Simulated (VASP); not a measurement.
Write the native input for VASP 6.6.1 that does the following.

```
Task                   : single point
Functional             : PBE
Potentials or basis    : VASP PAW PBE potentials, release 64 (Fe, Pt)
Cutoff                 : 520 eV
k mesh                 : 6 × 6 × 2
Occupations            : gaussian, width 0.1 eV
Spin                   : collinear spin
Starting moments       : [3.31, 0.0, 0.32, 0.32] μB
Dipole correction      : no
Further INCAR settings : ALGO = Fast; EDIFF = 1e-07; NBANDS = 31
```

The structure of FePt3 lies in POSCAR:

```
FePt3
1.0
    2.7491680000      0.0000000000      0.0000000000
   -1.3745840000      2.3808494000      0.0000000000
    0.0000000000      0.0000000000      9.1406176000
Fe Pt
1 3
Direct
    0.6666667000      0.3333333000      0.5000000000
    0.6666667000      0.3333333000      0.0000000000
    0.3333333000      0.6666667000      0.7310830000
    0.3333333000      0.6666667000      0.2689170000
```

The input as run:

INCAR

```
SYSTEM = FePt3
  PREC = Accurate
  ENCUT = 520
  EDIFF = 1E-7
  ISMEAR = 0
  SIGMA = 0.1
  LREAL = .False.
  LASPH = .True.
  NELM = 150
  ALGO = Fast
  ISIF = 2
  LWAVE = .False.
  LCHARG = .True.
  ISPIN = 2
  MAGMOM = 3.31 0 0.32 0.32
  LORBIT = 11
  LMAXMIX = 4
  GGA = PE
  LELF = .True.
  LVHAR = .True.
  NBANDS = 31
```

KPOINTS

```
Automatic mesh
0
Gamma
  6 6 2
  0 0 0
```

Potentials or basis: VASP PAW PBE potentials, release 64 (Fe, Pt).

Command:

```bash
$ cat potpaw_PBE.64/Fe/POTCAR potpaw_PBE.64/Pt/POTCAR > POTCAR
$ mpirun -np 1 vasp_std > vasp.out
```

It gave:

```
Pressure                                              : -1.1 GPa
Largest force                                         : 0.058 eV/Å
Net moment                                            : 3.29 μB per cell
Site moments                                          : Fe +2.96; Pt -0.05, +0.18 (each value once) μB
Valence electrons inside the program's atomic spheres : Fe 6.97; Pt 9.21, 9.29 (each value once)
```

Caveat: the k points lie up to 0.44 Å⁻¹ apart.

Wall time 2.6 min on 1 thread of Intel Xeon 8259CL (shared host), peak memory 0.21 GiB.
